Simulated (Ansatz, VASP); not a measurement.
## One calculation of AlFe, two programs

```
CELL_PARAMETERS angstrom
1.29916 -4.08071 0.00000
1.29916 4.08071 0.00000
0.00000 0.00000 5.10327
ATOMIC_POSITIONS crystal
Al 0.50000 0.50000 0.75000
Al 0.50000 0.50000 0.25000
Fe 0.00000 0.50000 0.50000
Fe 0.50000 0.00000 0.00000
```

Alike in both runs: functional PBE; k mesh 8 × 8 × 4; occupations gaussian, width 0.1 eV; collinear spin.

Ansatz relaxed the structure, and its values are those at the end. VASP's run is a single point on that final structure, the one shown.

|  | VASP | Ansatz |
| --- | --- | --- |
| version | VASP 6.6.1 | Ansatz 0.2.0 |
| potentials or method | VASP PAW PBE potentials, release 64 (Al, Fe), cutoff 520 eV | scalar-relativistic, plane waves, PAW |
| valence electrons in the cell | 22 | 38 |

```csv
,VASP,Ansatz,Ansatz less VASP
gap on the k mesh at the Fermi level (eV),none,none,-
pressure (GPa),0.0,-0.1,-0.03
net moment per atom (μB),1.02,1.02,+0.004
size of the moment on the site where the two differ most (μB),0.03,0.05,+0.013
```

Site moments also hang on the region over which each program counts them. A gap of «none» marks a metal or a gap that the smearing closes. The functional is the same, so the differences come from potentials, cutoffs and numerics. VASP's potentials hold 22 valence electrons a cell and Ansatz's 38, so a difference there can come from the potentials and not from the codes.
